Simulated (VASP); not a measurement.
# CsCaBr3 (P4/mmm) in VASP: further runs, part 3 of 3

VASP 6.6.1. Earlier steps stand in the parts before.

## Step 7: Single point, LDA

This run uses another cell than the first one, of the same volume but with other edges.

Contents of INCAR:

```
PREC = Accurate ; ENCUT = 520
EDIFF = 1E-7 ; ISMEAR = 0
SIGMA = 0.05 ; LREAL = False
LASPH = True ; NELM = 100
ALGO = Normal ; ISIF = 2
LWAVE = False ; LCHARG = True
LELF = True ; LVHAR = True
NBANDS = 28
```

Contents of KPOINTS:

```
regular mesh
0
Gamma
  6 6 6
```

Contents of POSCAR:

```
CsCaBr3
1.0
    6.2015904104      0.0000000000      0.0000000000
    0.0000000000      6.2015904104      0.0000000000
    0.0000000000      0.0000000000      4.8372405201
Cs Ca Br
1 1 3
Direct
    0.0000000000      0.0000000000      0.0000000000
    0.5000000000      0.5000000000      0.5000000000
    0.5000000000      0.0000000000      0.5000000000
    0.0000000000      0.5000000000      0.5000000000
    0.5000000000      0.5000000000      0.0000000000
```

Potentials or basis: VASP PAW LDA potentials, release 64 (Cs_sv, Ca_sv, Br).

Launch:

```
> cat potpaw_LDA.64/Cs_sv/POTCAR potpaw_LDA.64/Ca_sv/POTCAR potpaw_LDA.64/Br/POTCAR > POTCAR
> mpirun -np 1 vasp_std > vasp.out
```

OUTCAR:

```text
PREC = Accurate
   ENCUT = 520
   EDIFF = 1E-7
   ISMEAR = 0
   LREAL = False
   LASPH = True
   NELM = 100
   ISIF = 2

 ion  position               nearest neighbor table
   1  0.000  0.000  0.000-
   2  0.500  0.500  0.500-   5 2.42   5 2.42
   3  0.500  0.000  0.500-
   4  0.000  0.500  0.500-
   5  0.500  0.500  0.000-   2 2.42   2 2.42

  LATTYP: Found a simple tetragonal cell.
 ALAT       =     6.2015904104
 C/A-ratio  =     0.7800000000

  Lattice vectors:

 A1 = (   6.2015904104,   0.0000000000,   0.0000000000)
 A2 = (   0.0000000000,   6.2015904104,   0.0000000000)
 A3 = (   0.0000000000,   0.0000000000,   4.8372405201)

Analysis of symmetry for initial positions (statically):
=====================================================================
 Subroutine PRICEL returns:
 Original cell was already a primitive cell.

 Routine SETGRP: Setting up the symmetry group for a
 simple tetragonal supercell.

 Subroutine GETGRP returns: Found 16 space group operations
 (whereof 16 operations were pure point group operations)
 out of a pool of 16 trial point group operations.

The static configuration has the point symmetry D_4h.

Analysis of symmetry for dynamics (positions and initial velocities):
=====================================================================
 Subroutine PRICEL returns:
 Original cell was already a primitive cell.

 Routine SETGRP: Setting up the symmetry group for a
 simple tetragonal supercell.

 Subroutine GETGRP returns: Found 16 space group operations
 (whereof 16 operations were pure point group operations)
 out of a pool of 16 trial point group operations.

The dynamic configuration has the point symmetry D_4h.

 Subroutine INISYM returns: Found 16 space group operations
 (whereof 16 operations are pure point group operations),
 and found     1 'primitive' translations

----------------------------------------------------------------------------------------

                                     Primitive cell

  volume of cell :     186.0389

  direct lattice vectors                    reciprocal lattice vectors
     6.201590410  0.000000000  0.000000000     0.161248959  0.000000000  0.000000000
     0.000000000  6.201590410  0.000000000     0.000000000  0.161248959  0.000000000
     0.000000000  0.000000000  4.837240520     0.000000000  0.000000000  0.206729435

  length of vectors
     6.201590410  6.201590410  4.837240520     0.161248959  0.161248959  0.206729435

  position of ions in fractional coordinates (direct lattice)
     0.000000000  0.000000000  0.000000000
     0.500000000  0.500000000  0.500000000
     0.500000000  0.000000000  0.500000000
     0.000000000  0.500000000  0.500000000
     0.500000000  0.500000000  0.000000000

  ion indices of the primitive-cell ions
   primitive index   ion index
                 1           1
                 2           2
                 3           3
                 4           4
                 5           5

----------------------------------------------------------------------------------------

 KPOINTS: regular mesh

Automatic generation of k-mesh.
 Grid dimensions read from file:
 generate k-points for:    6    6    6

 Generating k-lattice:

  Cartesian coordinates                     Fractional coordinates (reciprocal lattice)
     0.026874827  0.000000000  0.000000000     0.166666667  0.000000000  0.000000000
     0.000000000  0.026874827  0.000000000     0.000000000  0.166666667  0.000000000
     0.000000000  0.000000000  0.034454906     0.000000000  0.000000000  0.166666667

  Length of vectors
     0.026874827  0.026874827  0.034454906

  Shift w.r.t. Gamma in fractional coordinates (k-lattice)
     0.000000000  0.000000000  0.000000000

 Subroutine IBZKPT returns following result:
 ===========================================

 Found     40 irreducible k-points:

 Following reciprocal coordinates:
            Coordinates               Weight
  0.000000  0.000000  0.000000      1.000000
  0.166667  0.000000  0.000000      4.000000
  0.333333  0.000000  0.000000      4.000000
  0.500000  0.000000  0.000000      2.000000
  0.166667  0.166667  0.000000      4.000000
  0.333333  0.166667  0.000000      8.000000
[... 16 lines left out ...]
  0.333333  0.000000  0.333333      8.000000
  0.500000  0.000000  0.333333      4.000000
 [... further k-points ...]
   k-points           NKPTS =     40   k-points in BZ     NKDIM =     40   number of bands    NBANDS=     28
   number of dos      NEDOS =    301   number of ions     NIONS =      5
   total plane-waves  NPLWV =  82944
   dimension x,y,z NGX =    48 NGY =   48 NGZ =   36
   dimension x,y,z NGXF=    96 NGYF=   96 NGZF=   72
   ions per type =               1   1   3
   NGX,Y,Z   is equivalent  to a cutoff of  12.87, 12.87, 12.37 a.u.
   NGXF,Y,Z  is equivalent  to a cutoff of  25.73, 25.73, 24.74 a.u.
 SYSTEM =  unknown system
   PREC   = accura    normal or accurate (medium, high low for compatibility)
   ISTART =      0    job   : 0-new  1-cont  2-samecut
   ICHARG =      2    charge: 1-file 2-atom 10-const
   ISPIN  =      1    spin polarized calculation?
   LNONCOLLINEAR =      F non collinear calculations
   LSORBIT =      F    spin-orbit coupling
   LASPH  =      T    aspherical Exc in radial PAW
   ENCUT  =  520.0 eV  38.22 Ry    6.18 a.u.  11.53 11.53  8.99*2*pi/ulx,y,z
   NELM   =    100;   NELMIN=  2; NELMDL= -5     # of ELM steps
   EDIFF  = 0.1E-06   stopping-criterion for ELM
   LREAL  =      F    real-space projection
   EDIFFG = 0.1E-05   stopping-criterion for IOM
   NSW    =      0    number of steps for IOM
   IBRION =     -1    ionic relax: 0-MD 1-quasi-New 2-CG
   NFREE  =      0    steps in history (QN), initial steepest desc. (CG)
   ISIF   =      2    stress and relaxation
   ISYM   =      2    0-nonsym 1-usesym 2-fastsym
   POTIM  = 0.5000    time-step for ionic-motion
   TEBEG  =    0.0;   TEEND  =   0.0 temperature during run
   PSTRESS=    0.0 pullay stress
   NELECT =      40.0000    total number of electrons
   NUPDOWN=      -1.0000    fix difference up-down
   EMIN   =  10.00;   EMAX   =-10.00  energy-range for DOS
   EFERMI =   0.00;   METHOD = LEGACY
   ISMEAR =     0;   SIGMA  =   0.05  broadening in eV -4-tet -1-fermi 0-gaus
   EFERMI_NEDOS =   21; number of points for ismear=-14 and -15
   IALGO  =     38    algorithm
   IMIX   =      4    mixing-type and parameters
     AMIX     =   0.40;   BMIX     =  1.00
     AMIX_MAG =   1.60;   BMIX_MAG =  1.00
  volume/ion in A,a.u.               =      37.21       251.09
  Fermi-wavevector in a.u.,A,eV,Ry     =   0.980754  1.853357 13.087158  0.961879
  Thomas-Fermi vector in A             =   2.111709
   LORBIT       =      0    0 simple, 1 ext, 2 COOP (PROOUT), +10 PAW based schemes
   GGA     = CA    functional components
   LHFCALC =     F    Hartree Fock is set to
   AEXX    =    0.0000 exact exchange contribution
   IVDW    =     0    specifies the selected vdW correction
   LEPSILON=     F    determine dielectric tensor
   LRPA    =     F    only Hartree local field effects (RPA)
 non-spin polarized calculation
 Gauss-broadening in eV      SIGMA  =   0.05
  energy-cutoff  :      520.00
  volume of cell :      186.04
 maximum number of plane-waves:      5061
 NGX is ok and might be reduce to    48

 number of electron      40.0000006 magnetization

 Free energy of the ion-electron system (eV)
  ---------------------------------------------------
  ext. energy  EPLUGINS =         0.00000000
  ---------------------------------------------------
  free energy    TOTEN  =       -18.36857256 eV

  energy without entropy =      -18.36857256  energy(sigma->0) =      -18.36857256

 E-fermi :  -0.4723     XC(G=0):  -8.1575

 val. band max:       -0.7288341817   @ k =   0.0000   0.0000   0.0000
 cond. band min:       3.1021621026   @ k =   0.0000   0.0000   0.0000
 fundamental gap:      3.8309962843
 Fermi energy:        -0.4722650414

 k-point     1 :       0.0000    0.0000    0.0000
  band No.  band energies     occupation
      1     -38.9901      2.00000
      2     -20.6416      2.00000
      3     -20.3561      2.00000
      4     -20.3068      2.00000
      5     -20.3068      2.00000
      6     -14.3423      2.00000
[... 20 lines left out ...]
     27       5.3481      0.00000
[... 691 lines left out ...]
      6     -13.7821      2.00000
[... 20 lines left out ...]
     27       6.5170      0.00000
     28       6.6144      0.00000

 [... further k-points ...]
[... 5 lines left out ...]
  --------------------------------------------------------------------------------------
  -------------------------------------------------------------------------------------
  Total       -4.4826942     -4.4826942     12.5999573      0.0000000     -0.0000000      0.0000000
  in kB      -38.6052044    -38.6052044    108.5115123      0.0000000     -0.0000000      0.0000000
  external PRESSURE =      10.4337011 kB  Pullay stress =       0.0000000 kB

 VOLUME and BASIS-vectors are now :
 -----------------------------------------------------------------------------
  energy-cutoff  :      520.00
  volume of cell :      186.04
      direct lattice vectors                 reciprocal lattice vectors
     6.201590410  0.000000000  0.000000000     0.161248959  0.000000000  0.000000000
     0.000000000  6.201590410  0.000000000     0.000000000  0.161248959  0.000000000
     0.000000000  0.000000000  4.837240520     0.000000000  0.000000000  0.206729435

 POSITION                                       TOTAL-FORCE (eV/Angst)
 -----------------------------------------------------------------------------------
      0.00000      0.00000      0.00000         0.000000      0.000000      0.000000
      3.10080      3.10080      2.41862         0.000000      0.000000      0.000000
      3.10080      0.00000      2.41862         0.000000      0.000000      0.000000
      0.00000      3.10080      2.41862         0.000000      0.000000      0.000000
      3.10080      3.10080      0.00000         0.000000      0.000000      0.000000
 -----------------------------------------------------------------------------------
    total drift:                                0.000000     -0.000000     -0.000000

  FREE ENERGIE OF THE ION-ELECTRON SYSTEM (eV)
  ---------------------------------------------------
  free  energy   TOTEN  =       -18.3685725552 eV

  energy  without entropy=      -18.3685725552  energy(sigma->0) =      -18.36857256
```

OSZICAR:

```text
N       E                     dE             d eps       ncg     rms          rms(c)
DAV:   1     0.311060599148E+03    0.31106E+03   -0.17554E+04  2240   0.124E+03
DAV:   2     0.846292140837E+01   -0.30260E+03   -0.29543E+03  2968   0.267E+02
DAV:   3    -0.177069083812E+02   -0.26170E+02   -0.26076E+02  3084   0.763E+01
DAV:   4    -0.188655845703E+02   -0.11587E+01   -0.11559E+01  4032   0.127E+01
DAV:   5    -0.188811465739E+02   -0.15562E-01   -0.15561E-01  3068   0.107E+00    0.475E+00
DAV:   6    -0.184819406151E+02    0.39921E+00   -0.58028E-01  2784   0.277E+00    0.291E+00
DAV:   7    -0.183734995326E+02    0.10844E+00   -0.37327E-01  2992   0.250E+00    0.898E-01
DAV:   8    -0.183690961720E+02    0.44034E-02   -0.32492E-02  3364   0.848E-01    0.158E-01
DAV:   9    -0.183687601275E+02    0.33604E-03   -0.15710E-03  2984   0.199E-01    0.868E-02
DAV:  10    -0.183686053508E+02    0.15478E-03   -0.59873E-04  3012   0.119E-01    0.302E-02
DAV:  11    -0.183685809113E+02    0.24439E-04   -0.62277E-05  3076   0.393E-02    0.163E-02
DAV:  12    -0.183685722897E+02    0.86216E-05   -0.37840E-05  3136   0.311E-02    0.421E-03
DAV:  13    -0.183685725434E+02   -0.25370E-06   -0.49513E-06  2988   0.100E-02    0.251E-03
DAV:  14    -0.183685725552E+02   -0.11777E-07   -0.49452E-07  2868   0.287E-03
   1 F= -.18368573E+02 E0= -.18368573E+02  d E =-.482854E-15
```

stdout:

```text
POSCAR found type information on POSCAR CsCaBr
 POSCAR found :  3 types and       5 ions
 scaLAPACK will be used
 LDA part: xc-table for (Slater(with rela. corr.)+CA(PZ))
 , standard interpolation
 POSCAR, INCAR and KPOINTS ok, starting setup
 FFT: planning ... GRIDC
 FFT: planning ... GRID_SOFT
 FFT: planning ... GRID
 WAVECAR not read
 entering main loop
```

It took 85 s on 1 thread of Intel Xeon 6975P-C (Granite Rapids), shared host; peak memory 0.36 GiB.

What came out:

* Free energy: -18.3686 eV
* Pressure: 1.0 GPa
* Band gap on the k mesh: 3.83 eV

Caveat: the stress differs along the axes, from -4 to 11 GPa; spin-orbit coupling is left out, which moves the levels of the heavy elements. A k mesh can miss the band edges.

## Step 8: Summary

```tsv
cell	gap on the mesh (eV)	pressure (GPa)
a = 5.231, b = 5.231, c = 6.800 Å, 5 atoms	3.45	0.8
a = 6.408, b = 6.408, c = 4.531 Å, 5 atoms	3.34	4.4
a = 5.086, b = 5.086, c = 7.192 Å, 5 atoms	3.16	2.8
a = 6.026, b = 6.026, c = 5.122 Å, 5 atoms	3.95	-0.8
a = 5.372, b = 5.372, c = 6.446 Å, 5 atoms	3.71	-0.7
a = 6.202, b = 6.202, c = 4.837 Å, 5 atoms	3.83	1.0
```

Alike in all rows: task single point; level LDA; potentials or basis VASP PAW LDA potentials, release 64 (Cs_sv, Ca_sv, Br); no spin polarisation; k mesh 6 × 6 × 6; cutoff (eV) 520; smearing gaussian 0.05 eV.

Caveats: spin-orbit coupling is left out, which moves the levels of the heavy elements; the stress differs along the axes, from -4 to 3 GPa (at least some runs); the stress differs along the axes, from -4 to 22 GPa (at least some runs); the stress differs along the axes, from -4 to 6 GPa (at least some runs); the stress differs along the axes, from -3 to 4 GPa (at least some runs); the stress differs along the axes, from -4 to 1 GPa (at least some runs); the stress differs along the axes, from -4 to 11 GPa (at least some runs).

Absolute energies hang on the potentials; compare differences alone.
